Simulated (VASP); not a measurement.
# WC (P-6m2) in VASP: notebook, part 3 of 3

VASP 6.6.1. The steps go on from the part before.

### Step 4. Electric field gradients, PBEsol (volume scaled by 1.01)

INCAR

```
ALGO = Normal
EDIFF = 1E-8
ENCUT = 520
GGA = PS
ISIF = 2
ISMEAR = -1
LASPH = T
LCHARG = F
LEFG = T
LREAL = F
LWAVE = F
NBANDS = 16
NELM = 60
PREC = Accurate
SIGMA = 0.05
```

KPOINTS

```
k-points
0
Gamma
  14 14 13
```

POSCAR

```
WC
1.0
    2.9101377242      0.0000000000      0.0000000000
   -1.4550688621      2.5202531977      0.0000000000
    0.0000000000      0.0000000000      2.8383987401
W C
1 1
Direct
    0.0000000000      0.0000000000      0.0000000000
    0.6666666667      0.3333333333      0.5000000000
```

Potentials or basis: VASP PAW PBE potentials, release 64 (W_sv, C).

The run is started by

```console
$ cat potpaw_PBE.64/W_sv/POTCAR potpaw_PBE.64/C/POTCAR > POTCAR
$ mpirun -np 1 vasp_std > vasp.out
```

OUTCAR:

```text
EDIFF = 1E-8
   ENCUT = 520
   GGA = PS
   ISIF = 2
   ISMEAR = -1
   LASPH = T
   LREAL = F
   NELM = 60
   PREC = Accurate

 ion  position               nearest neighbor table
   1  0.000  0.000  0.000-   2 2.20   2 2.20   2 2.20   2 2.20   2 2.20   2 2.20
   2  0.667  0.333  0.500-   1 2.20   1 2.20   1 2.20   1 2.20   1 2.20   1 2.20

  LATTYP: Found a hexagonal cell.
 ALAT       =     2.9101377242
 C/A-ratio  =     0.9753485948

  Lattice vectors:

 A1 = (   2.9101377242,   0.0000000000,   0.0000000000)
 A2 = (  -1.4550688621,   2.5202531977,   0.0000000000)
 A3 = (   0.0000000000,   0.0000000000,   2.8383987401)

Analysis of symmetry for initial positions (statically):
=====================================================================
 Subroutine PRICEL returns:
 Original cell was already a primitive cell.

 Routine SETGRP: Setting up the symmetry group for a
 hexagonal supercell.

 Subroutine GETGRP returns: Found 12 space group operations
 (whereof 12 operations were pure point group operations)
 out of a pool of 24 trial point group operations.

The static configuration has the point symmetry D_3h.

Analysis of symmetry for dynamics (positions and initial velocities):
=====================================================================
 Subroutine PRICEL returns:
 Original cell was already a primitive cell.

 Routine SETGRP: Setting up the symmetry group for a
 hexagonal supercell.

 Subroutine GETGRP returns: Found 12 space group operations
 (whereof 12 operations were pure point group operations)
 out of a pool of 24 trial point group operations.

The dynamic configuration has the point symmetry D_3h.

[... 150 lines left out ...]
 fundamental gap:      0.0925633923
 Fermi energy:        10.8780518595

 k-point     1 :       0.0000    0.0000    0.0000
  band No.  band energies     occupation
      1     -63.0556      2.00000
      2     -27.0416      2.00000
      3     -26.9401      2.00000
      4     -26.9401      2.00000
      5      -3.5175      2.00000
      6       6.5752      2.00000
[... 433 lines left out ...]
      3     -27.4366      2.00000
      4     -26.9178      2.00000
      5       0.5663      2.00000
      6       4.2810      2.00000
[... 8 lines left out ...]
     15      26.0219      0.00000
     16      27.0726      0.00000

 [... further k-points ...]
[... 5 lines left out ...]
  --------------------------------------------------------------------------------------
  -------------------------------------------------------------------------------------
  Total       -0.4455512     -0.4455512     -0.4540654     -0.0000000      0.0000000     -0.0000000
  in kB      -34.2907562    -34.2907562    -34.9460285     -0.0000000      0.0000000     -0.0000000
  external PRESSURE =     -34.5091803 kB  Pullay stress =       0.0000000 kB

 VOLUME and BASIS-vectors are now :
 -----------------------------------------------------------------------------
  energy-cutoff  :      520.00
  volume of cell :       20.82
      direct lattice vectors                 reciprocal lattice vectors
     2.910137724  0.000000000  0.000000000     0.343626349  0.198392765  0.000000000
    -1.455068862  2.520253198  0.000000000     0.000000000  0.396785530  0.000000000
     0.000000000  0.000000000  2.838398740     0.000000000  0.000000000  0.352311318

 POSITION                                       TOTAL-FORCE (eV/Angst)
 -----------------------------------------------------------------------------------
      0.00000      0.00000      0.00000        -0.000000      0.000000      0.000000
      1.45507      0.84008      1.41920         0.000000      0.000000      0.000000
 -----------------------------------------------------------------------------------
    total drift:                                0.000000     -0.000000      0.000000

  FREE ENERGIE OF THE ION-ELECTRON SYSTEM (eV)
  ---------------------------------------------------
  free  energy   TOTEN  =       -23.8994071236 eV

  energy  without entropy=      -23.8968922235  energy(sigma->0) =      -23.89814967

 Electric field gradients (V/A^2)
---------------------------------------------------------------------
 ion       V_xx      V_yy      V_zz      V_xy      V_xz      V_yz
---------------------------------------------------------------------
   1      69.182    69.183  -138.365     0.000    -0.000     0.000
   2       0.129     0.129    -0.258     0.000     0.000     0.000
---------------------------------------------------------------------

 Electric field gradients after diagonalization (V/A^2)
 (convention: |V_zz| > |V_xx| > |V_yy|)
----------------------------------------------------------------------
 ion       V_xx      V_yy      V_zz     asymmetry (V_yy - V_xx)/ V_zz
----------------------------------------------------------------------
   1      69.183    69.182  -138.365       0.000
   2       0.129     0.128    -0.258       0.003
----------------------------------------------------------------------

           NMR quadrupolar parameters

 Cq : quadrupolar parameter    Cq=e*Q*V_zz/h
 eta: asymmetry parameters     (V_yy - V_xx)/ V_zz
 Q  : nuclear electric quadrupole moment in mb (millibarn)
----------------------------------------------------------------------
 ion       Cq(MHz)       eta       Q (mb)
----------------------------------------------------------------------
   1      -0.335       0.000       1.000
   2      -0.001       0.003       1.000
----------------------------------------------------------------------
```

OSZICAR:

```text
N       E                     dE             d eps       ncg     rms          rms(c)
DAV:   1     0.108583429814E+03    0.10858E+03   -0.93726E+03  5376   0.125E+03
DAV:   2    -0.236340781138E+02   -0.13222E+03   -0.12781E+03  6424   0.337E+02
DAV:   3    -0.267929318714E+02   -0.31589E+01   -0.31483E+01  6040   0.496E+01
DAV:   4    -0.268094755854E+02   -0.16544E-01   -0.16543E-01  7008   0.403E+00
DAV:   5    -0.268095995151E+02   -0.12393E-03   -0.12393E-03  6016   0.330E-01    0.329E+01
DAV:   6    -0.240017490179E+02    0.28079E+01   -0.53460E+00  6544   0.249E+01    0.900E+00
DAV:   7    -0.239334594442E+02    0.68290E-01   -0.38749E-01  5608   0.476E+00    0.623E+00
DAV:   8    -0.239005566362E+02    0.32903E-01   -0.67449E-02  6096   0.208E+00    0.909E-01
DAV:   9    -0.238995730712E+02    0.98357E-03   -0.28774E-03  6024   0.407E-01    0.119E-01
DAV:  10    -0.238994082656E+02    0.16481E-03   -0.29524E-04  6704   0.204E-01    0.498E-02
DAV:  11    -0.238994079425E+02    0.32309E-06   -0.14412E-05  6016   0.354E-02    0.839E-03
DAV:  12    -0.238994071757E+02    0.76683E-06   -0.23982E-06  6056   0.124E-02    0.956E-04
DAV:  13    -0.238994071432E+02    0.32474E-07   -0.11035E-07  6288   0.273E-03    0.321E-04
DAV:  14    -0.238994071242E+02    0.19073E-07   -0.14816E-09  3784   0.370E-04    0.395E-05
DAV:  15    -0.238994071236E+02    0.54297E-09   -0.10022E-10  2944   0.109E-04
   1 F= -.23899407E+02 E0= -.23898150E+02  d E =-.251490E-02
```

stdout:

```text
POSCAR found type information on POSCAR W C
 POSCAR found :  2 types and       2 ions
 scaLAPACK will be used
 -----------------------------------------------------------------------------
|                                                                             |
|                                                                             |
|     You enforced a specific xc type in the INCAR file but a different       |
|     I HOPE YOU KNOW WHAT YOU ARE DOING!                                     |
|                                                                             |
 -----------------------------------------------------------------------------

 LDA part: xc-table for (Slater+PW92), standard interpolation
 POSCAR, INCAR and KPOINTS ok, starting setup
 FFT: planning ... GRIDC
 FFT: planning ... GRID_SOFT
 FFT: planning ... GRID
 WAVECAR not read
 entering main loop
ion   1

ion   2
```

Run time: 59 s. Hardware: 1 thread of Intel Xeon Platinum 8259CL at 2.50GHz (Skylake/Cascade Lake), shared host; peak memory 0.18 GiB.

What came out:

| Property | Result |
| --- | --- |
| Free energy | -23.8994 eV |
| Pressure | -3.5 GPa |
| Band gap on the k mesh | zero (band 9 reaches 11.64 eV, above the bottom of band 10 at 10.31 eV) |

Levels at points of the mesh, in eV from the Fermi level:
| k point | band 7 | band 8 | band 9 | band 10 | band 11 | band 12 |
| --- | --- | --- | --- | --- | --- | --- |
| (0.00, 0.00, 0.00) | -3.31 | -3.31 | 0.13 | 3.22 | 3.22 | 5.65 |
| (0.50, 0.00, 0.00) | -3.59 | -3.56 | -0.43 | 2.33 | 4.52 | 4.89 |

Electric field gradients, principal values (V/Å²):
| atom | least | middle | greatest (by size) |
| --- | --- | --- | --- |
| 1 W | 69.182 | 69.183 | -138.365 |
| 2 C | 0.128 | 0.129 | -0.258 |

Caveat: without QUAD_EFG the Cq values of the log hold for a quadrupole moment of 1 mb, not for the nuclei; the PAW data sets were made with another functional, which shifts forces and pressure a little; spin-orbit coupling is left out, which moves the levels of the heavy elements.

### Step 5. Electric field gradients, PBEsol (volume scaled by 1.01)

INCAR

```
SYSTEM = WC
PREC = Accurate ; ENCUT = 520
EDIFF = 1E-8 ; ISMEAR = -1
SIGMA = 0.05 ; LREAL = .FALSE.
LASPH = .TRUE. ; NELM = 100
ALGO = Normal ; ISIF = 2
LWAVE = .FALSE. ; LCHARG = .FALSE.
GGA = PS ; LEFG = .TRUE.
NBANDS = 16
```

KPOINTS

```
Automatic mesh
0
G
  14 14 13
  0 0 0
```

POSCAR is that of step 4.

Potentials or basis: VASP PAW PBE potentials, release 64 (W_sv, C).

The run is started by

```console
$ cat potpaw_PBE.64/W_sv/POTCAR potpaw_PBE.64/C/POTCAR > POTCAR
$ mpirun -np 1 vasp_std > vasp.out
```

OUTCAR:

```text
SYSTEM = WC
   PREC = Accurate
   ENCUT = 520
   EDIFF = 1E-8
   ISMEAR = -1
   LREAL = .FALSE.
   LASPH = .TRUE.
   NELM = 100
   ISIF = 2
   GGA = PS

 ion  position               nearest neighbor table
   1  0.000  0.000  0.000-   2 2.20   2 2.20   2 2.20   2 2.20   2 2.20   2 2.20
   2  0.667  0.333  0.500-   1 2.20   1 2.20   1 2.20   1 2.20   1 2.20   1 2.20

  LATTYP: Found a hexagonal cell.
 ALAT       =     2.9101377242
 C/A-ratio  =     0.9753485948

  Lattice vectors:

 A1 = (   2.9101377242,   0.0000000000,   0.0000000000)
 A2 = (  -1.4550688621,   2.5202531977,   0.0000000000)
[... 669 lines left out ...]
  free  energy   TOTEN  =       -23.8994071236 eV

  energy  without entropy=      -23.8968922235  energy(sigma->0) =      -23.89814967

 Electric field gradients (V/A^2)
---------------------------------------------------------------------
 ion       V_xx      V_yy      V_zz      V_xy      V_xz      V_yz
---------------------------------------------------------------------
   1      69.182    69.183  -138.365     0.000    -0.000     0.000
   2       0.129     0.129    -0.258     0.000     0.000     0.000
---------------------------------------------------------------------

 Electric field gradients after diagonalization (V/A^2)
 (convention: |V_zz| > |V_xx| > |V_yy|)
----------------------------------------------------------------------
 ion       V_xx      V_yy      V_zz     asymmetry (V_yy - V_xx)/ V_zz
----------------------------------------------------------------------
   1      69.183    69.182  -138.365       0.000
   2       0.129     0.128    -0.258       0.003
----------------------------------------------------------------------

           NMR quadrupolar parameters

 Cq : quadrupolar parameter    Cq=e*Q*V_zz/h
 eta: asymmetry parameters     (V_yy - V_xx)/ V_zz
 Q  : nuclear electric quadrupole moment in mb (millibarn)
----------------------------------------------------------------------
 ion       Cq(MHz)       eta       Q (mb)
----------------------------------------------------------------------
   1      -0.335       0.000       1.000
   2      -0.001       0.003       1.000
----------------------------------------------------------------------
```

OSZICAR:

```text
N       E                     dE             d eps       ncg     rms          rms(c)
DAV:   1     0.108583429814E+03    0.10858E+03   -0.93726E+03  5376   0.125E+03
DAV:   2    -0.236340781138E+02   -0.13222E+03   -0.12781E+03  6424   0.337E+02
DAV:   3    -0.267929318714E+02   -0.31589E+01   -0.31483E+01  6040   0.496E+01
DAV:   4    -0.268094755854E+02   -0.16544E-01   -0.16543E-01  7008   0.403E+00
DAV:   5    -0.268095995151E+02   -0.12393E-03   -0.12393E-03  6016   0.330E-01    0.329E+01
DAV:   6    -0.240017490179E+02    0.28079E+01   -0.53460E+00  6544   0.249E+01    0.900E+00
DAV:   7    -0.239334594442E+02    0.68290E-01   -0.38749E-01  5608   0.476E+00    0.623E+00
DAV:   8    -0.239005566362E+02    0.32903E-01   -0.67449E-02  6096   0.208E+00    0.909E-01
DAV:   9    -0.238995730712E+02    0.98357E-03   -0.28774E-03  6024   0.407E-01    0.119E-01
DAV:  10    -0.238994082656E+02    0.16481E-03   -0.29524E-04  6704   0.204E-01    0.498E-02
DAV:  11    -0.238994079425E+02    0.32309E-06   -0.14412E-05  6016   0.354E-02    0.839E-03
DAV:  12    -0.238994071757E+02    0.76683E-06   -0.23982E-06  6056   0.124E-02    0.956E-04
DAV:  13    -0.238994071432E+02    0.32474E-07   -0.11035E-07  6288   0.273E-03    0.321E-04
DAV:  14    -0.238994071242E+02    0.19073E-07   -0.14816E-09  3784   0.370E-04    0.395E-05
DAV:  15    -0.238994071236E+02    0.54297E-09   -0.10022E-10  2944   0.109E-04
   1 F= -.23899407E+02 E0= -.23898150E+02  d E =-.251490E-02
```

It took 63 s on 1 thread of Intel Xeon Platinum 8259CL at 2.50GHz (Skylake/Cascade Lake), shared host; peak memory 0.18 GiB.

What came out:

- Free energy: -23.8994 eV
- Pressure: -3.5 GPa
- Band gap on the k mesh: zero (band 9 reaches 11.64 eV, above the bottom of band 10 at 10.31 eV)

Levels at points of the mesh, in eV from the Fermi level:
```
           k point  band 7  band 8  band 9  band 10  band 11  band 12
(0.00, 0.00, 0.00)   -3.31   -3.31    0.13     3.22     3.22     5.65
(0.50, 0.00, 0.00)   -3.59   -3.56   -0.43     2.33     4.52     4.89
```

Electric field gradients, principal values (V/Å²):
```tsv
atom	least	middle	greatest (by size)
1 W	69.182	69.183	-138.365
2 C	0.128	0.129	-0.258
```

Caveat: without QUAD_EFG the Cq values of the log hold for a quadrupole moment of 1 mb, not for the nuclei; the PAW data sets were made with another functional, which shifts forces and pressure a little; spin-orbit coupling is left out, which moves the levels of the heavy elements.

### Step 6. The runs side by side

| cell | gap on the mesh (eV) | pressure (GPa) |
| --- | --- | --- |
| a = 2.891, b = 2.891, c = 2.820 Å, angles 90.0, 90.0, 120.0°, 2 atoms | none | 4.8 |
| a = 2.920, b = 2.920, c = 2.848 Å, angles 90.0, 90.0, 120.0°, 2 atoms | none | -7.3 |
| a = 2.910, b = 2.910, c = 2.838 Å, angles 90.0, 90.0, 120.0°, 2 atoms | none | -3.5 |

Alike in all rows: task electric field gradients; level PBEsol; potentials or basis VASP PAW PBE potentials, release 64 (W_sv, C); no spin polarisation; k mesh 14 × 14 × 13; cutoff (eV) 520; smearing fermi-dirac 0.05 eV.

Caveats: the PAW data sets were made with another functional, which shifts forces and pressure a little; spin-orbit coupling is left out, which moves the levels of the heavy elements.

Total energies depend on the potentials used, so only differences within one code and one set of settings carry meaning.
